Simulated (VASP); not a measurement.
# SiC (rocksalt type) (Fm-3m) in VASP: notebook, part 2 of 2

VASP 6.6.1. The steps go on from the part before.

## (3) Single point, PBE

INCAR

```
ALGO = Normal ; EDIFF = 1E-7
ENCUT = 520 ; GGA = PE
ISIF = 2 ; ISMEAR = -1
LASPH = True ; LCHARG = True
LELF = True ; LREAL = False
LVHAR = True ; LWAVE = False
NBANDS = 11 ; NELM = 60
PREC = Accurate ; SIGMA = 0.1
```

KPOINTS

```
k-points
0
Gamma
  16 16 16
```

POSCAR

```
SiC
1.0
    0.0000000000      1.9804209160      1.9804209160
    1.9804209160      0.0000000000      1.9804209160
    1.9804209160      1.9804209160      0.0000000000
Si C
1 1
Direct
    0.0000000000      0.0000000000      0.0000000000
    0.5000000000      0.5000000000      0.5000000000
```

Potentials or basis: VASP PAW PBE potentials, release 64 (Si, C).

Started as:

```console
$ cat potpaw_PBE.64/Si/POTCAR potpaw_PBE.64/C/POTCAR > POTCAR
$ mpirun -np 1 vasp_std > vasp.out
```

OUTCAR:

```text
EDIFF = 1E-7
   ENCUT = 520
   GGA = PE
   ISIF = 2
   ISMEAR = -1
   LASPH = True
   LREAL = False
   NELM = 60
   PREC = Accurate

 ion  position               nearest neighbor table
   1  0.000  0.000  0.000-   2 1.98   2 1.98   2 1.98   2 1.98   2 1.98   2 1.98
   2  0.500  0.500  0.500-   1 1.98   1 1.98   1 1.98   1 1.98   1 1.98   1 1.98

  LATTYP: Found a face centered cubic cell.
 ALAT       =     3.9608418320

  Lattice vectors:

 A1 = (   0.0000000000,   1.9804209160,   1.9804209160)
 A2 = (   1.9804209160,   0.0000000000,   1.9804209160)
 A3 = (   1.9804209160,   1.9804209160,   0.0000000000)

Analysis of symmetry for initial positions (statically):
=====================================================================
 Subroutine PRICEL returns:
 Original cell was already a primitive cell.

 Routine SETGRP: Setting up the symmetry group for a
 face centered cubic supercell.

 Subroutine GETGRP returns: Found 48 space group operations
 (whereof 48 operations were pure point group operations)
 out of a pool of 48 trial point group operations.

[... 172 lines left out ...]
      2      13.4512      1.24488
      3      13.4512      1.24488
      4      13.4512      1.24488
      5      22.1338      0.00000
      6      22.4071      0.00000
      7      22.4071      0.00000
      8      22.4071      0.00000
      9      27.0066      0.00000
     10      27.0066      0.00000
     11      27.0066      0.00000
[... 309 lines left out ...]
 k-point    24 :      -0.0625    0.0625    0.0000
  band No.  band energies     occupation
      1      -5.5432      2.00000
      2      12.3330      1.99998
      3      12.7921      1.99834
      4      13.4892      1.06027
      5      21.9232      0.00000
      6      22.3471      0.00000
      7      22.6958      0.00000
      8      23.3620      0.00000
      9      23.9904      0.00000
     10      25.4877      0.00000
     11      27.2859      0.00000

 [... further k-points ...]

------------------------ aborting loop because EDIFF is reached ----------------------------------------

  FORCE on cell =-STRESS in cart. coord.  units (eV):
  Direction    XX          YY          ZZ          XY          YZ          ZX
  --------------------------------------------------------------------------------------
  -------------------------------------------------------------------------------------
  Total        2.0274123      2.0274123      2.0274123      0.0000000      0.0000000     -0.0000000
  in kB      209.0981279    209.0981279    209.0981279      0.0000000      0.0000000     -0.0000000
  external PRESSURE =     209.0981279 kB  Pullay stress =       0.0000000 kB

 VOLUME and BASIS-vectors are now :
 -----------------------------------------------------------------------------
  energy-cutoff  :      520.00
  volume of cell :       15.53
      direct lattice vectors                 reciprocal lattice vectors
     0.000000000  1.980420916  1.980420916    -0.252471581  0.252471581  0.252471581
     1.980420916  0.000000000  1.980420916     0.252471581 -0.252471581  0.252471581
     1.980420916  1.980420916  0.000000000     0.252471581  0.252471581 -0.252471581

 POSITION                                       TOTAL-FORCE (eV/Angst)
 -----------------------------------------------------------------------------------
      0.00000      0.00000      0.00000         0.000000      0.000000     -0.000000
      1.98042      1.98042      1.98042        -0.000000     -0.000000      0.000000
 -----------------------------------------------------------------------------------
    total drift:                               -0.000000     -0.000000      0.000000

  FREE ENERGIE OF THE ION-ELECTRON SYSTEM (eV)
  ---------------------------------------------------
  free  energy   TOTEN  =       -13.5074193770 eV

  energy  without entropy=      -13.5019918495  energy(sigma->0) =      -13.50470561
```

OSZICAR:

```text
N       E                     dE             d eps       ncg     rms          rms(c)
DAV:   1     0.195422540188E+01    0.19542E+01   -0.42291E+03  3524   0.630E+02
DAV:   2    -0.146428260098E+02   -0.16597E+02   -0.15711E+02  4135   0.109E+02
DAV:   3    -0.150227513288E+02   -0.37993E+00   -0.37914E+00  3785   0.124E+01
DAV:   4    -0.150235037596E+02   -0.75243E-03   -0.75240E-03  3542   0.692E-01
DAV:   5    -0.150235053953E+02   -0.16357E-05   -0.16356E-05  3813   0.289E-02    0.892E+00
DAV:   6    -0.135486954332E+02    0.14748E+01   -0.46411E+00  3400   0.102E+01    0.398E+00
DAV:   7    -0.135076145089E+02    0.41081E-01   -0.41087E-01  3729   0.365E+00    0.152E+00
DAV:   8    -0.135072952713E+02    0.31924E-03   -0.75574E-03  3363   0.581E-01    0.391E-01
DAV:   9    -0.135074025436E+02   -0.10727E-03   -0.11104E-03  3628   0.223E-01    0.135E-01
DAV:  10    -0.135074186551E+02   -0.16112E-04   -0.29100E-05  3580   0.422E-02    0.193E-02
DAV:  11    -0.135074195667E+02   -0.91152E-06   -0.66298E-06  3658   0.156E-02    0.220E-03
DAV:  12    -0.135074193831E+02    0.18352E-06   -0.15829E-07  3033   0.320E-03    0.700E-04
DAV:  13    -0.135074193770E+02    0.61731E-08   -0.22015E-09  1811   0.345E-04
   1 F= -.13507419E+02 E0= -.13504706E+02  d E =-.542753E-02
```

stdout:

```text
POSCAR found type information on POSCAR SiC
 POSCAR found :  2 types and       2 ions
 scaLAPACK will be used
 LDA part: xc-table for (Slater+PW92), standard interpolation
 POSCAR, INCAR and KPOINTS ok, starting setup
 FFT: planning ... GRIDC
 FFT: planning ... GRID_SOFT
 FFT: planning ... GRID
 WAVECAR not read
 entering main loop
```

It took 8.1 s on 1 thread of Intel Xeon 6975P-C (Granite Rapids), shared host; peak memory 0.15 GiB.

What came out:

| Property | Result |
| --- | --- |
| Free energy | -13.5074 eV |
| Pressure | 20.9 GPa |
| Band gap on the k mesh | zero (band 4 reaches 13.49 eV, above the bottom of band 5 at 12.95 eV) |

Levels at points of the mesh, in eV from the Fermi level:
```tsv
k point	band 1	band 2	band 3	band 4	band 5	band 6	band 7	band 8	band 9
(0.00, 0.00, 0.00)	-19.31	-0.05	-0.05	-0.05	8.63	8.91	8.91	8.91	13.51
(0.50, 0.00, 0.00)	-13.86	-12.13	-1.28	-1.28	5.51	5.51	6.28	10.31	15.47
(0.50, 0.50, 0.00)	-11.92	-10.47	-4.63	-4.63	-0.55	2.17	15.76	15.76	15.94
```

## (4) Single point, PBE

This run uses another cell than the first one, of 8.36 Å³/atom, 1.076 times its volume.

INCAR

```
PREC = Accurate ; ENCUT = 520
EDIFF = 1E-7 ; ISMEAR = -1
SIGMA = 0.1 ; LREAL = False
LASPH = True ; NELM = 100
ALGO = Normal ; ISIF = 2
LWAVE = False ; LCHARG = False
GGA = PE ; NBANDS = 11
```

KPOINTS

```
regular mesh
0
Gamma
  16 16 16
```

POSCAR

```
SiC
1.0
    0.0000000000      2.0292411945      2.0292411945
    2.0292411945      0.0000000000      2.0292411945
    2.0292411945      2.0292411945      0.0000000000
Si C
1 1
Direct
    0.0000000000      0.0000000000      0.0000000000
    0.5000000000      0.5000000000      0.5000000000
```

Started as:

```console
$ cat potpaw_PBE.64/Si/POTCAR potpaw_PBE.64/C/POTCAR > POTCAR
$ mpirun -np 1 vasp_std > vasp.out
```

Run time: 7.8 s. Hardware: 1 thread of Intel Xeon 6975P-C (Granite Rapids), shared host; peak memory 0.14 GiB.

Results (log left out):

| Item | Value |
| --- | --- |
| Free energy | -13.5802 eV |
| Pressure | 0.2 GPa |
| Band gap on the k mesh | zero (band 4 reaches 12.36 eV, above the bottom of band 5 at 11.30 eV) |

Levels at points of the mesh, in eV from the Fermi level:
```tsv
k point	band 1	band 2	band 3	band 4	band 5	band 6	band 7	band 8	band 9
(0.00, 0.00, 0.00)	-18.34	0.04	0.04	0.04	7.38	8.98	8.98	8.98	12.66
(0.50, 0.00, 0.00)	-13.20	-11.45	-0.99	-0.99	5.27	5.27	5.90	9.56	14.78
(0.50, 0.50, 0.00)	-11.45	-9.70	-4.24	-4.24	-0.94	2.61	14.77	14.77	15.03
```

## (5) Summary

| cell | gap on the mesh (eV) | pressure (GPa) |
| --- | --- | --- |
| a = 2.800 Å, angles 60.0°, 2 atoms | none | 21.1 |
| a = 2.801 Å, angles 60.0°, 2 atoms | none | 20.9 |
| a = 2.870 Å, angles 60.0°, 2 atoms | none | 0.2 |

Alike in all rows: task single point; level PBE; potentials or basis VASP PAW PBE potentials, release 64 (Si, C); no spin polarisation; k mesh 16 × 16 × 16; cutoff (eV) 520; smearing fermi-dirac 0.1 eV.

Absolute energies hang on the potentials; compare differences alone.
